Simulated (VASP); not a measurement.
HfSeS4, 6 atoms in the cell. It takes space group P4/mmm (No. 123, tetragonal). The conventional cell has a = 4.187 Å, b = 4.187 Å, c = 7.359 Å, α = 90.00°, β = 90.00°, γ = 90.00°. Hf (site symmetry 4/mmm) has 6 S at 2.01 to 2.09 Å within 2.7 Å. Se (site symmetry 4/mmm) has 16 S at 3.40 to 4.23 Å and 4 Se at 4.19 Å within 4.5 Å. Within 2.8 Å of S (site symmetry mmm) lie 2 Hf at 2.09 Å. Within 2.7 Å of S (site symmetry 4mm) lie 1 Hf at 2.01 Å. 

* Program: VASP 6.6.1
* Task: relaxation of cell and atoms
* Functional: PBE
* Potentials or basis: VASP PAW PBE potentials, release 64 (Hf_pv, Se, S)
* Cutoff: 600 eV
* k mesh: 4 × 4 × 4
* Occupations: gaussian, width 0.1 eV
* Spin: no spin polarisation
* Dipole correction: no
* Further INCAR settings: ALGO = Normal; EDIFF = 1e-07; IBRION = 2; EDIFFG = -0.04; NSW = 90; ISIF = 3

Potentials or basis: VASP PAW PBE potentials, release 64 (Hf_pv, Se, S).

The run is started by

```sh
$ cat potpaw_PBE.64/Hf_pv/POTCAR potpaw_PBE.64/Se/POTCAR potpaw_PBE.64/S/POTCAR > POTCAR
$ mpirun -np 1 vasp_std > vasp.out
```

Hardware: 1 thread of Intel Xeon 6975P-C (shared host).

Problem. How long does it take, and how much memory?

Solution. Wall time 37 min on 1 thread of Intel Xeon 6975P-C, on a shared host, peak memory 0.34 GiB. Counts: scf iterations 431, k points 18, ion steps 32.
